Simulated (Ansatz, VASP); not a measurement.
## MgSi3N2 in VASP and in Ansatz

```
Mg Si N
1.0
     2.32847    1.34434    4.80296
    -2.32847    1.34434    4.80296
     0.00000   -2.68868    4.80296
Mg Si N
1 3 2
Cartesian
  0.0000 0.0000 0.0000
  0.0000 0.0000 7.2044
  0.0000 0.0000 4.7456
  0.0000 0.0000 9.6633
  0.0000 0.0000 11.2063
  0.0000 0.0000 3.2026
```

Alike in both runs: task single point; functional PBE; k mesh 6 × 6 × 6; occupations gaussian, width 0.1 eV; collinear spin.

|  | VASP | Ansatz |
| --- | --- | --- |
| version | VASP 6.6.1 | Ansatz 0.2.0 |
| potentials or method | VASP PAW PBE potentials, release 64 (Mg, Si, N), cutoff 520 eV | scalar-relativistic, plane waves, PAW |
| valence electrons in the cell | 24 | 32 |

Ansatz gave:

| Property | Result |
| --- | --- |
| gap on the k mesh at the Fermi level (eV) | none |
| pressure (GPa) | 10.9 |
| traceless stress, the component that is largest in VASP (GPa) | 17.53 |
| rms of the force components (eV/Å) | 2.660 |
| net moment per atom (μB) | 0.00 |

Question: Estimate VASP's values.

Answer: gap on the k mesh at the Fermi level (eV): none; pressure (GPa): 10.9; traceless stress, the component that is largest in VASP (GPa): 17.79; rms of the force components (eV/Å): 2.689; net moment per atom (μB): 0.00.

Atom by atom the forces differ by 0.029 eV/Å (rms over components). A gap of «none» marks a metal or a gap that the smearing closes. VASP's potentials hold 24 valence electrons a cell and Ansatz's 32, so a difference there can come from the potentials and not from the codes. Ansatz's warnings: seeded moment not kept.
